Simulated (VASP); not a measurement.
# MgCd2Se3 (P3m1) in VASP: single point with PBE

Aim: the single point of MgCd2Se3 with PBE.

Program: VASP 6.6.1. These are calculated values, not measurements. Logs are shortened: lines on timing, memory, paths and dates and some standing lists are left out, and cuts for length are marked.

**1. The cell of the first run**

The structure is trigonal, space group P3m1 (No. 156). The conventional cell has a = 4.344 Å, b = 4.344 Å, c = 21.162 Å, α = 90.00°, β = 90.00°, γ = 120.00°. Mg (site symmetry 3m) has 4 Se at 2.60 to 2.62 Å within 3.4 Å. Within 3.4 Å of Mg (site symmetry 3m) lie 4 Se at 2.61 to 2.62 Å. Cd (site symmetry 3m) has 4 Se at 2.67 to 2.69 Å within 3.5 Å. Within 3.5 Å of Cd (site symmetry 3m) lie 4 Se at 2.67 to 2.69 Å. Within 3.5 Å of Cd (site symmetry 3m) lie 4 Se at 2.67 to 2.69 Å. Within 3.5 Å of Cd (site symmetry 3m) lie 4 Se at 2.67 to 2.69 Å. Se (site symmetry 3m) has 4 Mg at 2.60 to 2.62 Å within 3.4 Å. Within 3.5 Å of Se (site symmetry 3m) lie 4 Cd at 2.67 to 2.69 Å.

**2. Single point, PBE**

POSCAR

```
MgCd2Se3
1.0
    4.3435967663      0.0000000000      0.0000000000
   -2.1717983832      3.7616651434      0.0000000000
    0.0000000000      0.0000000000     21.1619985804
Mg Cd Se
2 4 6
Direct
    0.6666666667      0.3333333333      0.1691192991
    0.3333333333      0.6666666667      0.3283903503
    0.6666666667      0.3333333333      0.4949998741
    0.6666666667      0.3333333333      0.8353789299
    0.3333333333      0.6666666667      0.6651304540
    0.3333333333      0.6666666667      0.0059276031
    0.6666666667      0.3333333333      0.2918928072
    0.6666666667      0.3333333333      0.6219267737
    0.6666666667      0.3333333333      0.9624153843
    0.3333333333      0.6666666667      0.1328692576
    0.3333333333      0.6666666667      0.4515126503
    0.3333333333      0.6666666667      0.7921566363
```

INCAR.step1

```
SYSTEM = MgCd2Se3
ALGO = Normal ; EDIFF = 1E-6
ENCUT = 520 ; GGA = PE
ISIF = 2 ; ISMEAR = 0
LASPH = .True. ; LCHARG = .True.
LREAL = .False. ; LWAVE = .False.
NBANDS = 56 ; NELM = 80
PREC = Accurate ; SIGMA = 0.02
```

KPOINTS.step1

```
k-points
0
Gamma
  6 6 2
  0 0 0
```

INCAR.step2

```
SYSTEM = MgCd2Se3
ALGO = Normal ; EDIFF = 1E-6
ENCUT = 520 ; GGA = PE
ICHARG = 11 ; ISIF = 2
ISMEAR = -5 ; LASPH = .True.
LCHARG = .False. ; LORBIT = 11
LREAL = .False. ; LWAVE = .False.
NEDOS = 1001 ; NELM = 80
PREC = Accurate ; SIGMA = 0.02
```

KPOINTS.step2

```
k-points
0
Gamma
  9 9 3
  0 0 0
```

Potentials or basis: VASP PAW PBE potentials, release 64 (Mg, Cd, Se).

Run with:

```bash
$ cat potpaw_PBE.64/Mg/POTCAR potpaw_PBE.64/Cd/POTCAR potpaw_PBE.64/Se/POTCAR > POTCAR
$ cp INCAR.step1 INCAR
$ cp KPOINTS.step1 KPOINTS
$ mpirun -np 1 vasp_std > vasp.out
$ cp INCAR.step2 INCAR
$ cp KPOINTS.step2 KPOINTS
$ mpirun -np 1 vasp_std > vasp.out
```

OUTCAR:

```text
SYSTEM = MgCd2Se3
   EDIFF = 1E-6
   ENCUT = 520
   GGA = PE
   ICHARG = 11
   ISIF = 2
   ISMEAR = -5
   LASPH = .True.
   LORBIT = 11
   LREAL = .False.
   NELM = 80
   PREC = Accurate

 ion  position               nearest neighbor table
   1  0.667  0.333  0.169-   7 2.60  10 2.62  10 2.62  10 2.62
   2  0.333  0.667  0.328-  11 2.61   7 2.62   7 2.62   7 2.62
   3  0.667  0.333  0.495-  11 2.67  11 2.67  11 2.67   8 2.69
   4  0.667  0.333  0.835-  12 2.67  12 2.67  12 2.67   9 2.69
   5  0.333  0.667  0.665-   8 2.67   8 2.67   8 2.67  12 2.69
   6  0.333  0.667  0.006-   9 2.67   9 2.67   9 2.67  10 2.69
   7  0.667  0.333  0.292-   1 2.60   2 2.62   2 2.62   2 2.62
   8  0.667  0.333  0.622-   5 2.67   5 2.67   5 2.67   3 2.69
   9  0.667  0.333  0.962-   6 2.67   6 2.67   6 2.67   4 2.69
  10  0.333  0.667  0.133-   1 2.62   1 2.62   1 2.62   6 2.69
  11  0.333  0.667  0.452-   2 2.61   3 2.67   3 2.67   3 2.67
  12  0.333  0.667  0.792-   4 2.67   4 2.67   4 2.67   5 2.69

  LATTYP: Found a hexagonal cell.
 ALAT       =     4.3435967663
 C/A-ratio  =     4.8719988800

  Lattice vectors:

 A1 = (   4.3435967663,   0.0000000000,   0.0000000000)
 A2 = (  -2.1717983832,   3.7616651434,   0.0000000000)
 A3 = (   0.0000000000,   0.0000000000,  21.1619985804)

Analysis of symmetry for initial positions (statically):
=====================================================================
 Subroutine PRICEL returns:
 Original cell was already a primitive cell.

 Routine SETGRP: Setting up the symmetry group for a
 hexagonal supercell.

 Subroutine GETGRP returns: Found  6 space group operations
 (whereof  6 operations were pure point group operations)
 out of a pool of 24 trial point group operations.

The static configuration has the point symmetry C_3v.

Analysis of symmetry for dynamics (positions and initial velocities):
=====================================================================
 Subroutine PRICEL returns:
 Original cell was already a primitive cell.

 Routine SETGRP: Setting up the symmetry group for a
 hexagonal supercell.

 Subroutine GETGRP returns: Found  6 space group operations
 (whereof  6 operations were pure point group operations)
 out of a pool of 24 trial point group operations.

The dynamic configuration has the point symmetry C_3v.

 Subroutine INISYM returns: Found  6 space group operations
 (whereof  6 operations are pure point group operations),
 and found     1 'primitive' translations

[... 137 lines left out ...]
  volume/ion in A,a.u.               =      28.81       194.45
  Fermi-wavevector in a.u.,A,eV,Ry     =   1.037465  1.960525 14.644419  1.076334
  Thomas-Fermi vector in A             =   2.171904
   LORBIT       =     11    0 simple, 1 ext, 2 COOP (PROOUT), +10 PAW based schemes
   GGA     = PE    functional components
   LHFCALC =     F    Hartree Fock is set to
   AEXX    =    0.0000 exact exchange contribution
   IVDW    =     0    specifies the selected vdW correction
   LEPSILON=     F    determine dielectric tensor
   LRPA    =     F    only Hartree local field effects (RPA)
 non-spin polarized calculation
 Fermi weights with tetrahedron method with Bloechl corrections
  energy-cutoff  :      520.00
  volume of cell :      345.77
 maximum number of plane-waves:      9344

 number of electron      87.9999991 magnetization

 Free energy of the ion-electron system (eV)
  ---------------------------------------------------
  ext. energy  EPLUGINS =         0.00000000
  ---------------------------------------------------
  free energy    TOTEN  =       -37.00309533 eV

  energy without entropy =      -37.00309533  energy(sigma->0) =      -37.00309533

 E-fermi :   0.7324     XC(G=0):  -8.4583

 val. band max:        0.7263313003   @ k =   0.0000   0.0000   0.0000
 cond. band min:       1.6342713228   @ k =   0.0000   0.0000   0.0000
 fundamental gap:      0.9079400226
 Fermi energy:         0.7324216457

 k-point     1 :       0.0000    0.0000    0.0000
  band No.  band energies     occupation
      1     -11.5731      2.00000
      2     -11.4717      2.00000
      3     -11.4152      2.00000
      4     -11.2972      2.00000
      5     -11.2467      2.00000
      6     -10.9838      2.00000
[... 1309 lines left out ...]
     51       5.6395      0.00000
     52       5.8942      0.00000

 [... further k-points ...]
[... 5 lines left out ...]
  --------------------------------------------------------------------------------------
  -------------------------------------------------------------------------------------
  Total        0.2860918      0.2860918      0.3121305     -0.0000000      0.0000000     -0.0000000
  in kB        1.3256522      1.3256522      1.4463071     -0.0000000      0.0000000     -0.0000000
  external PRESSURE =       1.3658705 kB  Pullay stress =       0.0000000 kB

 VOLUME and BASIS-vectors are now :
 -----------------------------------------------------------------------------
  energy-cutoff  :      520.00
  volume of cell :      345.77
      direct lattice vectors                 reciprocal lattice vectors
     4.343596766  0.000000000  0.000000000     0.230223949  0.132919859  0.000000000
    -2.171798383  3.761665143  0.000000000     0.000000000  0.265839718  0.000000000
     0.000000000  0.000000000 21.161998580     0.000000000  0.000000000  0.047254516

 POSITION                                       TOTAL-FORCE (eV/Angst)
 -----------------------------------------------------------------------------------
      2.17180      1.25389      3.57890        -0.000000      0.000000      0.003054
     -0.00000      2.50778      6.94940        -0.000000      0.000000      0.001499
      2.17180      1.25389     10.47519        -0.000000     -0.000000     -0.000611
      2.17180      1.25389     17.67829        -0.000000      0.000000     -0.000071
     -0.00000      2.50778     14.07549         0.000000      0.000000      0.001950
     -0.00000      2.50778      0.12544         0.000000     -0.000000     -0.000273
      2.17180      1.25389      6.17704         0.000000     -0.000000     -0.002279
      2.17180      1.25389     13.16121        -0.000000      0.000000     -0.000851
      2.17180      1.25389     20.36663        -0.000000      0.000000      0.000604
     -0.00000      2.50778      2.81178         0.000000     -0.000000      0.028249
     -0.00000      2.50778      9.55491         0.000000      0.000000     -0.030898
     -0.00000      2.50778     16.76362         0.000000      0.000000     -0.000373
 -----------------------------------------------------------------------------------
    total drift:                               -0.000002      0.000000     -0.000768

  FREE ENERGIE OF THE ION-ELECTRON SYSTEM (eV)
  ---------------------------------------------------
  free  energy   TOTEN  =       -37.0030953300 eV

  energy  without entropy=      -37.0030953300  energy(sigma->0) =      -37.00309533

 total charge

# of ion       s       p       d       tot
------------------------------------------
    1        0.164   0.127   0.029   0.319
    2        0.164   0.125   0.028   0.317
    3        0.435   0.288   9.555  10.278
    4        0.437   0.289   9.554  10.281
    5        0.437   0.290   9.554  10.281
    6        0.436   0.291   9.555  10.281
    7        1.428   2.483   0.008   3.919
    8        1.445   2.375   0.019   3.839
    9        1.445   2.375   0.019   3.839
   10        1.432   2.454   0.010   3.896
   11        1.440   2.406   0.017   3.863
   12        1.445   2.374   0.019   3.839
--------------------------------------------------
tot         10.708  15.878  38.368  64.954
```

OUTCAR.step1:

```text
SYSTEM = MgCd2Se3
   EDIFF = 1E-6
   ENCUT = 520
   GGA = PE
   ISIF = 2
   ISMEAR = 0
   LASPH = .True.
   LREAL = .False.
[... 1073 lines left out ...]
     -0.00000      2.50778      2.81178         0.000000     -0.000000      0.028184
     -0.00000      2.50778      9.55491         0.000000     -0.000000     -0.032859
     -0.00000      2.50778     16.76362        -0.000000     -0.000000     -0.002063
 -----------------------------------------------------------------------------------
    total drift:                               -0.000000     -0.000000     -0.002556

  FREE ENERGIE OF THE ION-ELECTRON SYSTEM (eV)
  ---------------------------------------------------
  free  energy   TOTEN  =       -36.9959397626 eV

  energy  without entropy=      -36.9959397626  energy(sigma->0) =      -36.99593976
```

OSZICAR.step1:

```text
N       E                     dE             d eps       ncg     rms          rms(c)
DAV:   1     0.565781467402E+03    0.56578E+03   -0.38874E+04  1568   0.137E+03
DAV:   2     0.423018452734E+01   -0.56155E+03   -0.54431E+03  1800   0.312E+02
DAV:   3    -0.386714535985E+02   -0.42902E+02   -0.42633E+02  1824   0.827E+01
DAV:   4    -0.392951191189E+02   -0.62367E+00   -0.62274E+00  1800   0.982E+00
DAV:   5    -0.393022157568E+02   -0.70966E-02   -0.70959E-02  1840   0.979E-01    0.120E+01
DAV:   6    -0.371073167461E+02    0.21949E+01   -0.44782E+00  1944   0.119E+01    0.948E+00
DAV:   7    -0.369968257833E+02    0.11049E+00   -0.20862E+00  1784   0.479E+00    0.334E+00
DAV:   8    -0.369921321479E+02    0.46936E-02   -0.22226E-01  1688   0.292E+00    0.795E-01
DAV:   9    -0.369942123626E+02   -0.20802E-02   -0.23471E-02  1792   0.105E+00    0.234E-01
DAV:  10    -0.369953046026E+02   -0.10922E-02   -0.21827E-03  1728   0.285E-01    0.119E-01
DAV:  11    -0.369957536814E+02   -0.44908E-03   -0.39361E-04  1768   0.761E-02    0.429E-02
DAV:  12    -0.369959211475E+02   -0.16747E-03   -0.17314E-04  1720   0.439E-02    0.167E-02
DAV:  13    -0.369959333634E+02   -0.12216E-04   -0.11817E-05  1648   0.131E-02    0.724E-03
DAV:  14    -0.369959390759E+02   -0.57125E-05   -0.82899E-06  1472   0.878E-03    0.324E-03
DAV:  15    -0.369959397626E+02   -0.68667E-06   -0.43413E-07  1288   0.255E-03
   1 F= -.36995940E+02 E0= -.36995940E+02  d E =-.395655E-15
```

Wall time 22 min (1 thread of Intel Xeon 8259CL, shared host); peak memory 0.69 GiB.

Results:

| Item | Value |
| --- | --- |
| Valence electrons inside the program's atomic spheres | Mg 0.32; Cd 10.28; Se 3.92, 3.84, 3.90, 3.86 (each value once) |

Levels at points of the mesh, in eV from the valence-band top:
| k point | band 40 | band 41 | band 42 | band 43 | band 44 | band 45 | band 46 | band 47 | band 48 | band 49 |
| --- | --- | --- | --- | --- | --- | --- | --- | --- | --- | --- |
| (0.00, 0.00, 0.00) | -0.19 | -0.18 | -0.18 | 0.00 | 0.00 | 0.91 | 2.04 | 2.24 | 2.33 | 2.83 |
